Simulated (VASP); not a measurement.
# Y (Im-3m) in VASP: further runs

The runs below take Y through single point, relaxation of cell and atoms, with PBE.

Program: VASP 6.6.1. These are calculated values, not measurements. Logs are shortened: lines on timing, memory, paths and dates and some standing lists are left out, and cuts for length are marked.

### Step 1. The cell of the first run

It takes space group Im-3m (No. 229, cubic). Conventional cell: a = 4.099 Å, b = 4.099 Å, c = 4.099 Å, α = 90.00°, β = 90.00°, γ = 90.00°. Y (site symmetry m-3m) has 14 Y at 3.55 to 4.10 Å within 4.7 Å.

This isn't the form of Y at room conditions, which is hcp.

### Step 2. Single point, PBE (34.43 Å³/atom)

INCAR reads:

```
SYSTEM = Y
ALGO = Normal
EDIFF = 1E-6
ENCUT = 520
GGA = PE
ISIF = 2
ISMEAR = -1
LASPH = .TRUE.
LCHARG = .FALSE.
LREAL = .FALSE.
LWAVE = .FALSE.
NBANDS = 12
NELM = 80
PREC = Accurate
SIGMA = 0.1
```

KPOINTS reads:

```
k-points
0
G
  12 12 12
  0 0 0
```

POSCAR reads:

```
Y
1.0
   -2.0493714404      2.0493714404      2.0493714404
    2.0493714404     -2.0493714404      2.0493714404
    2.0493714404      2.0493714404     -2.0493714404
Y
1
Direct
    0.0000000000      0.0000000000      0.0000000000
```

Potentials or basis: VASP PAW PBE potentials, release 64 (Y_sv).

Command:

```
$ cat potpaw_PBE.64/Y_sv/POTCAR > POTCAR
$ mpirun -np 1 vasp_std > vasp.out
```

OUTCAR:

```text
SYSTEM = Y
   EDIFF = 1E-6
   ENCUT = 520
   GGA = PE
   ISIF = 2
   ISMEAR = -1
   LASPH = .TRUE.
   LREAL = .FALSE.
   NELM = 80
   PREC = Accurate

 ion  position               nearest neighbor table
   1  0.000  0.000  0.000-

  LATTYP: Found a body centered cubic cell.
 ALAT       =     4.0987428808

  Lattice vectors:

 A1 = (  -2.0493714404,   2.0493714404,   2.0493714404)
 A2 = (   2.0493714404,  -2.0493714404,   2.0493714404)
 A3 = (   2.0493714404,   2.0493714404,  -2.0493714404)

Analysis of symmetry for initial positions (statically):
=====================================================================
 Subroutine PRICEL returns:
 Original cell was already a primitive cell.

 Routine SETGRP: Setting up the symmetry group for a
 body centered cubic supercell.

 Subroutine GETGRP returns: Found 48 space group operations
 (whereof 48 operations were pure point group operations)
 out of a pool of 48 trial point group operations.

The static configuration has the point symmetry O_h .

Analysis of symmetry for dynamics (positions and initial velocities):
=====================================================================
 Subroutine PRICEL returns:
 Original cell was already a primitive cell.

 Routine SETGRP: Setting up the symmetry group for a
 body centered cubic supercell.

 Subroutine GETGRP returns: Found 48 space group operations
 (whereof 48 operations were pure point group operations)
 out of a pool of 48 trial point group operations.

The dynamic configuration has the point symmetry O_h .

 Subroutine INISYM returns: Found 48 space group operations
 (whereof 48 operations are pure point group operations),
 and found     1 'primitive' translations

----------------------------------------------------------------------------------------

                                     Primitive cell

  volume of cell :      34.4288

  direct lattice vectors                    reciprocal lattice vectors
    -2.049371440  2.049371440  2.049371440     0.000000000  0.243977246  0.243977246
     2.049371440 -2.049371440  2.049371440     0.243977246  0.000000000  0.243977246
     2.049371440  2.049371440 -2.049371440     0.243977246  0.243977246  0.000000000

  length of vectors
     3.549615458  3.549615458  3.549615458     0.345035930  0.345035930  0.345035930

  position of ions in fractional coordinates (direct lattice)
     0.000000000  0.000000000  0.000000000

  ion indices of the primitive-cell ions
   primitive index   ion index
                 1           1

----------------------------------------------------------------------------------------

 KPOINTS: k-points

Automatic generation of k-mesh.
 Grid dimensions read from file:
 generate k-points for:   12   12   12

 Generating k-lattice:

  Cartesian coordinates                     Fractional coordinates (reciprocal lattice)
     0.000000000  0.020331437  0.020331437     0.083333333  0.000000000  0.000000000
     0.020331437  0.000000000  0.020331437     0.000000000  0.083333333  0.000000000
     0.020331437  0.020331437  0.000000000     0.000000000  0.000000000  0.083333333

  Length of vectors
     0.028752994  0.028752994  0.028752994

  Shift w.r.t. Gamma in fractional coordinates (k-lattice)
     0.000000000  0.000000000  0.000000000

 Subroutine IBZKPT returns following result:
 ===========================================

 Found     72 irreducible k-points:

 Following reciprocal coordinates:
            Coordinates               Weight
  0.000000  0.000000  0.000000      1.000000
  0.083333  0.000000  0.000000     12.000000
  0.166667  0.000000  0.000000     12.000000
  0.250000  0.000000  0.000000     12.000000
  0.333333  0.000000  0.000000     12.000000
  0.416667  0.000000  0.000000     12.000000
[... 16 lines left out ...]
  0.333333  0.083333  0.083333     24.000000
  0.416667  0.083333  0.083333     12.000000
 [... further k-points ...]
   k-points           NKPTS =     72   k-points in BZ     NKDIM =     72   number of bands    NBANDS=     12
   number of dos      NEDOS =    301   number of ions     NIONS =      1
   total plane-waves  NPLWV =  21952
   dimension x,y,z NGX =    28 NGY =   28 NGZ =   28
   dimension x,y,z NGXF=    56 NGYF=   56 NGZF=   56
   ions per type =               1
   NGX,Y,Z   is equivalent  to a cutoff of  13.11, 13.11, 13.11 a.u.
   NGXF,Y,Z  is equivalent  to a cutoff of  26.23, 26.23, 26.23 a.u.
 SYSTEM =  Y
   PREC   = accura    normal or accurate (medium, high low for compatibility)
   ISTART =      0    job   : 0-new  1-cont  2-samecut
   ICHARG =      2    charge: 1-file 2-atom 10-const
   ISPIN  =      1    spin polarized calculation?
   LNONCOLLINEAR =      F non collinear calculations
   LSORBIT =      F    spin-orbit coupling
   LASPH  =      T    aspherical Exc in radial PAW
   ENCUT  =  520.0 eV  38.22 Ry    6.18 a.u.   6.60  6.60  6.60*2*pi/ulx,y,z
   NELM   =     80;   NELMIN=  2; NELMDL= -5     # of ELM steps
   EDIFF  = 0.1E-05   stopping-criterion for ELM
   LREAL  =      F    real-space projection
   EDIFFG = 0.1E-04   stopping-criterion for IOM
   NSW    =      0    number of steps for IOM
   IBRION =     -1    ionic relax: 0-MD 1-quasi-New 2-CG
   NFREE  =      0    steps in history (QN), initial steepest desc. (CG)
   ISIF   =      2    stress and relaxation
   ISYM   =      2    0-nonsym 1-usesym 2-fastsym
   POTIM  = 0.5000    time-step for ionic-motion
   TEBEG  =    0.0;   TEEND  =   0.0 temperature during run
   PSTRESS=    0.0 pullay stress
   NELECT =      11.0000    total number of electrons
   NUPDOWN=      -1.0000    fix difference up-down
   EMIN   =  10.00;   EMAX   =-10.00  energy-range for DOS
   EFERMI =   0.00;   METHOD = LEGACY
   ISMEAR =    -1;   SIGMA  =   0.10  broadening in eV -4-tet -1-fermi 0-gaus
   EFERMI_NEDOS =   21; number of points for ismear=-14 and -15
   IALGO  =     38    algorithm
   IMIX   =      4    mixing-type and parameters
     AMIX     =   0.40;   BMIX     =  1.00
     AMIX_MAG =   1.60;   BMIX_MAG =  1.00
  volume/ion in A,a.u.               =      34.43       232.34
  Fermi-wavevector in a.u.,A,eV,Ry     =   1.119176  2.114936 17.042044  1.252555
  Thomas-Fermi vector in A             =   2.255813
   LORBIT       =      0    0 simple, 1 ext, 2 COOP (PROOUT), +10 PAW based schemes
   GGA     = PE    functional components
   LHFCALC =     F    Hartree Fock is set to
   AEXX    =    0.0000 exact exchange contribution
   IVDW    =     0    specifies the selected vdW correction
   LEPSILON=     F    determine dielectric tensor
   LRPA    =     F    only Hartree local field effects (RPA)
 non-spin polarized calculation
  energy-cutoff  :      520.00
  volume of cell :       34.43
 maximum number of plane-waves:       959
   NGX = 13   NGY = 13   NGZ = 13

 number of electron      10.9999999 magnetization

 Free energy of the ion-electron system (eV)
  ---------------------------------------------------
  ext. energy  EPLUGINS =         0.00000000
  ---------------------------------------------------
  free energy    TOTEN  =        -6.34377872 eV

  energy without entropy =       -6.26126474  energy(sigma->0) =       -6.30252173

 E-fermi :   2.9021     XC(G=0):  -9.2512

 val. band max:        2.8993573571   @ k =   0.1667   0.1667   0.1667
 cond. band min:       2.9433526253   @ k =  -0.2500   0.4167   0.0833
 fundamental gap:      0.0439952682
 Fermi energy:         2.9021254931

 k-point     1 :       0.0000    0.0000    0.0000
  band No.  band energies     occupation
      1     -40.0690      2.00000
      2     -19.7949      2.00000
      3     -19.7949      2.00000
      4     -19.7949      2.00000
      5      -1.8247      2.00000
      6       4.5170      0.00000
      7       4.5170      0.00000
      8       4.5170      0.00000
      9       6.3388      0.00000
     10       6.3388      0.00000
     11      12.9885      0.00000
     12      12.9885      0.00000

 k-point     2 :       0.0833    0.0000    0.0000
  band No.  band energies     occupation
      1     -40.0653      2.00000
      2     -19.8277      2.00000
      3     -19.8053      2.00000
      4     -19.7950      2.00000
      5      -1.6529      2.00000
      6       4.3937      0.00000
      7       4.4567      0.00000
      8       4.6813      0.00000
      9       6.1603      0.00000
     10       6.3370      0.00000
     11      13.1375      0.00000
     12      13.3141      0.00000

 k-point     3 :       0.1667    0.0000    0.0000
  band No.  band energies     occupation
      1     -40.0554      2.00000
      2     -19.9162      2.00000
      3     -19.8334      2.00000
      4     -19.7953      2.00000
      5      -1.1648      2.00000
      6       4.0865      0.00001
      7       4.1820      0.00001
      8       5.1640      0.00000
      9       5.9495      0.00000
     10       6.3543      0.00000
     11      13.3259      0.00000
     12      14.0461      0.00000
[... 286 lines left out ...]
 k-point    23 :       0.3333    0.0833    0.0833
  band No.  band energies     occupation
      1     -40.0168      2.00000
      2     -20.2098      2.00000
      3     -19.9516      2.00000
      4     -19.8263      2.00000
      5       1.1720      2.00000
      6       3.0390      0.40555
      7       3.1848      0.11183
      8       6.4045      0.00000
      9       6.8193      0.00000
     10       8.3732      0.00000
     11      10.2626      0.00000
     12      11.4833      0.00000

 k-point    24 :       0.4167    0.0833    0.0833
  band No.  band energies     occupation
      1     -40.0136      2.00000
      2     -20.2299      2.00000
      3     -19.9669      2.00000
      4     -19.8271      2.00000
      5       1.3308      2.00000
      6       2.9785      0.63551
      7       3.3219      0.02961
      8       6.4018      0.00000
      9       6.8911      0.00000
     10       8.8402      0.00000
     11       9.7179      0.00000
     12      11.2109      0.00000

 [... further k-points ...]

------------------------ aborting loop because EDIFF is reached ----------------------------------------

  FORCE on cell =-STRESS in cart. coord.  units (eV):
  Direction    XX          YY          ZZ          XY          YZ          ZX
  --------------------------------------------------------------------------------------
  -------------------------------------------------------------------------------------
  Total       -0.3235577     -0.3235577     -0.3235577     -0.0000000     -0.0000000      0.0000000
  in kB      -15.0570662    -15.0570662    -15.0570662     -0.0000000     -0.0000000      0.0000000
  external PRESSURE =     -15.0570662 kB  Pullay stress =       0.0000000 kB

 VOLUME and BASIS-vectors are now :
 -----------------------------------------------------------------------------
  energy-cutoff  :      520.00
  volume of cell :       34.43
      direct lattice vectors                 reciprocal lattice vectors
    -2.049371440  2.049371440  2.049371440     0.000000000  0.243977246  0.243977246
     2.049371440 -2.049371440  2.049371440     0.243977246  0.000000000  0.243977246
     2.049371440  2.049371440 -2.049371440     0.243977246  0.243977246  0.000000000

 POSITION                                       TOTAL-FORCE (eV/Angst)
 -----------------------------------------------------------------------------------
      0.00000      0.00000      0.00000        -0.000000      0.000000     -0.000000
 -----------------------------------------------------------------------------------
    total drift:                                0.000000      0.000000      0.000000

  FREE ENERGIE OF THE ION-ELECTRON SYSTEM (eV)
  ---------------------------------------------------
  free  energy   TOTEN  =        -6.3437787191 eV

  energy  without entropy=       -6.2612647439  energy(sigma->0) =       -6.30252173
```

Wall time 14 s (1 thread of AMD EPYC 9R45 (Zen 5), shared host); peak memory 0.16 GiB.

What came out:

| Item | Value |
| --- | --- |
| Free energy | -6.3438 eV |
| Pressure | -1.5 GPa |
| Band gap on the k mesh | zero (an odd number of electrons rules out a gap without spin polarisation) |

Levels at points of the mesh, in eV from the Fermi level:
| k point | band 1 | band 2 | band 3 | band 4 | band 5 | band 6 | band 7 | band 8 | band 9 | band 10 |
| --- | --- | --- | --- | --- | --- | --- | --- | --- | --- | --- |
| (0.00, 0.00, 0.00) | -42.97 | -22.70 | -22.70 | -22.70 | -4.73 | 1.61 | 1.61 | 1.61 | 3.44 | 3.44 |
| (0.50, 0.00, 0.00) | -42.92 | -23.16 | -22.85 | -22.70 | -1.91 | 0.21 | 0.62 | 3.35 | 3.97 | 5.52 |
| (0.50, 0.50, 0.50) | -42.88 | -23.02 | -23.02 | -23.02 | -1.34 | -1.34 | 5.02 | 5.02 | 5.02 | 5.19 |

### Step 3. Single point, PBE (35.75 Å³/atom)

This run uses another cell than the first one, of 35.75 Å³/atom.

INCAR reads:

```
SYSTEM = Y
ALGO = Normal
EDIFF = 1E-7
ENCUT = 520
GGA = PE
ISIF = 2
ISMEAR = -1
LASPH = .True.
LCHARG = .True.
LELF = .True.
LREAL = .False.
LVHAR = .True.
LWAVE = .False.
NBANDS = 12
NELM = 60
PREC = Accurate
SIGMA = 0.1
```

KPOINTS reads:

```
k-points
0
Gamma
  12 12 12
  0 0 0
```

POSCAR reads:

```
Y
1.0
   -2.0753156052      2.0753156052      2.0753156052
    2.0753156052     -2.0753156052      2.0753156052
    2.0753156052      2.0753156052     -2.0753156052
Y
1
Direct
    0.0000000000      0.0000000000      0.0000000000
```

Potentials or basis: VASP PAW PBE potentials, release 64 (Y_sv).

Command:

```
$ cat potpaw_PBE.64/Y_sv/POTCAR > POTCAR
$ mpirun -np 1 vasp_std > vasp.out
```

OUTCAR:

```text
SYSTEM = Y
   EDIFF = 1E-7
   ENCUT = 520
   GGA = PE
   ISIF = 2
   ISMEAR = -1
   LASPH = .True.
   LREAL = .False.
   NELM = 60
   PREC = Accurate

 ion  position               nearest neighbor table
   1  0.000  0.000  0.000-

  LATTYP: Found a body centered cubic cell.
 ALAT       =     4.1506312104

  Lattice vectors:

 A1 = (  -2.0753156052,   2.0753156052,   2.0753156052)
 A2 = (   2.0753156052,  -2.0753156052,   2.0753156052)
[... 536 lines left out ...]
     10       8.4117      0.00000
     11       9.2125      0.00000
     12      10.8569      0.00000

 [... further k-points ...]

------------------------ aborting loop because EDIFF is reached ----------------------------------------

  FORCE on cell =-STRESS in cart. coord.  units (eV):
  Direction    XX          YY          ZZ          XY          YZ          ZX
  --------------------------------------------------------------------------------------
  -------------------------------------------------------------------------------------
  Total       -0.6018131     -0.6018131     -0.6018131      0.0000000      0.0000000      0.0000000
  in kB      -26.9686860    -26.9686860    -26.9686860      0.0000000      0.0000000      0.0000000
  external PRESSURE =     -26.9686860 kB  Pullay stress =       0.0000000 kB

 VOLUME and BASIS-vectors are now :
 -----------------------------------------------------------------------------
  energy-cutoff  :      520.00
  volume of cell :       35.75
      direct lattice vectors                 reciprocal lattice vectors
    -2.075315605  2.075315605  2.075315605     0.000000000  0.240927211  0.240927211
     2.075315605 -2.075315605  2.075315605     0.240927211  0.000000000  0.240927211
     2.075315605  2.075315605 -2.075315605     0.240927211  0.240927211  0.000000000

 POSITION                                       TOTAL-FORCE (eV/Angst)
 -----------------------------------------------------------------------------------
      0.00000      0.00000      0.00000         0.000000      0.000000     -0.000000
 -----------------------------------------------------------------------------------
    total drift:                                0.000000     -0.000000      0.000000

  FREE ENERGIE OF THE ION-ELECTRON SYSTEM (eV)
  ---------------------------------------------------
  free  energy   TOTEN  =        -6.3263284754 eV

  energy  without entropy=       -6.2413013657  energy(sigma->0) =       -6.28381492
```

OSZICAR:

```text
N       E                     dE             d eps       ncg     rms          rms(c)
DAV:   1     0.229608314011E+02    0.22961E+02   -0.54269E+03  1728   0.814E+02
DAV:   2    -0.537969065507E+01   -0.28341E+02   -0.27591E+02  2124   0.158E+02
DAV:   3    -0.655068708925E+01   -0.11710E+01   -0.11481E+01  2404   0.211E+01
DAV:   4    -0.658524342878E+01   -0.34556E-01   -0.34533E-01  2012   0.337E+00
DAV:   5    -0.658591604205E+01   -0.67261E-03   -0.67257E-03  2280   0.394E-01    0.232E+01
DAV:   6    -0.637862850255E+01    0.20729E+00   -0.21943E-01  1848   0.312E+00    0.141E+01
DAV:   7    -0.633063741273E+01    0.47991E-01   -0.32502E-01  2000   0.370E+00    0.103E+00
DAV:   8    -0.632675262326E+01    0.38848E-02   -0.43184E-02  1964   0.159E+00    0.200E-01
DAV:   9    -0.632643162713E+01    0.32100E-03   -0.94351E-04  2080   0.265E-01    0.107E-01
DAV:  10    -0.632632903757E+01    0.10259E-03   -0.41248E-04  1928   0.159E-01    0.432E-02
DAV:  11    -0.632632957322E+01   -0.53565E-06   -0.40071E-05  1892   0.540E-02    0.141E-02
DAV:  12    -0.632632915560E+01    0.41761E-06   -0.12153E-06  2088   0.959E-03    0.759E-03
DAV:  13    -0.632632846781E+01    0.68779E-06   -0.67538E-07  2056   0.603E-03    0.495E-04
DAV:  14    -0.632632847540E+01   -0.75897E-08   -0.17525E-08  1024   0.970E-04
   1 F= -.63263285E+01 E0= -.62838149E+01  d E =-.850271E-01
```

Wall time 16 s (1 thread of AMD EPYC 9R45 (Zen 5), shared host); peak memory 0.16 GiB.

Results:

* Free energy: -6.3263 eV
* Pressure: -2.7 GPa
* Band gap on the k mesh: zero (an odd number of electrons rules out a gap without spin polarisation)

Levels at points of the mesh, in eV from the Fermi level:
```csv
k point,band 2,band 3,band 4,band 5,band 6,band 7,band 8,band 9
"(0.00, 0.00, 0.00)",-22.82,-22.82,-22.82,-4.66,1.57,1.57,1.57,3.32
"(0.50, 0.00, 0.00)",-23.23,-22.95,-22.82,-1.85,0.23,0.53,3.22,3.81
"(0.50, 0.50, 0.50)",-23.11,-23.11,-23.11,-1.25,-1.25,4.81,4.81,4.81
```

(Continued in part 2 of 2.)
